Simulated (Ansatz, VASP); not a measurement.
## Two plane-wave programs on Zr3S2

Contents of INCAR:

```
PREC     = Accurate       # precision mode
ENCUT    = 520            # plane-wave cutoff, eV
EDIFF    = 1E-7           # SCF threshold, eV
ISMEAR   = 0              # smearing method
SIGMA    = 0.1            # smearing width, eV
LREAL    = False          # projectors in reciprocal space
LASPH    = True           # aspherical terms in the spheres
NELM     = 60             # most SCF steps
ALGO     = Normal         # electronic algorithm
ISIF     = 2              # what is computed and relaxed
LWAVE    = False          # write WAVECAR
LCHARG   = False          # write CHGCAR
GGA      = PE             # functional
NBANDS   = 32             # bands
```

KPOINTS

```
Automatic mesh
0
Gamma
  6 6 6
```

Contents of POSCAR:

```
Zr3S2
1.0
    2.9025379727      1.6757810799      3.4877732718
   -2.9025379727      1.6757810799      3.4877732718
    0.0000000000     -3.3515621597      3.4877732718
Zr S
3 2
Direct
    0.1612730000      0.8387270000      0.5000000000
    0.5000000000      0.1612730000      0.8387270000
    0.8387270000      0.5000000000      0.1612730000
    0.3349770000      0.3349770000      0.3349770000
    0.6650230000      0.6650230000      0.6650230000
```

Input for Ansatz:

```yaml
crystal:
  lattice:
    - [2.9025379727, 1.6757810799, 3.4877732718]
    - [-2.9025379727, 1.6757810799, 3.4877732718]
    - [0.0, -3.3515621597, 3.4877732718]
  atoms:
    - { symbol: Zr, position: [0.161273, 0.838727, 0.5] }
    - { symbol: Zr, position: [0.5, 0.161273, 0.838727] }
    - { symbol: Zr, position: [0.838727, 0.5, 0.161273] }
    - { symbol: S, position: [0.334977, 0.334977, 0.334977] }
    - { symbol: S, position: [0.665023, 0.665023, 0.665023] }
basis:
  ecutwfc: 420
kpoints:
  mp_grid: { grid: [6, 6, 6] }
hamiltonian:
  xc: pbe
scf:
  occupations: { method: gaussian, width: 0.1 }
  lower_state_search: "off"
output:
  forces: true
  stress: true
  eigenvalues: true
```

Alike in both runs: task single point; functional PBE; k mesh 6 × 6 × 6; occupations gaussian, width 0.1 eV; no spin polarisation.

```csv
,VASP,Ansatz
version,VASP 6.6.1,Ansatz 0.2.0
potentials or method,"VASP PAW PBE potentials, release 64 (Zr_sv, S), cutoff 520 eV","scalar-relativistic, plane waves, PAW"
valence electrons in the cell,48,48
```

VASP gave:

```
gap on the k mesh at the Fermi level (eV)                     : none
pressure (GPa)                                                : -0.9
traceless stress, the component that is largest in VASP (GPa) : 0.14
rms of the force components (eV/Å)                            : 0.025
```

Question: What did Ansatz give for the same quantities?

Answer: gap on the k mesh at the Fermi level (eV): none; pressure (GPa): -0.9; traceless stress, the component that is largest in VASP (GPa): 0.11; rms of the force components (eV/Å): 0.025.

Atom by atom the forces differ by 0.001 eV/Å (rms over components). A gap of «none» marks a metal or a gap that the smearing closes.
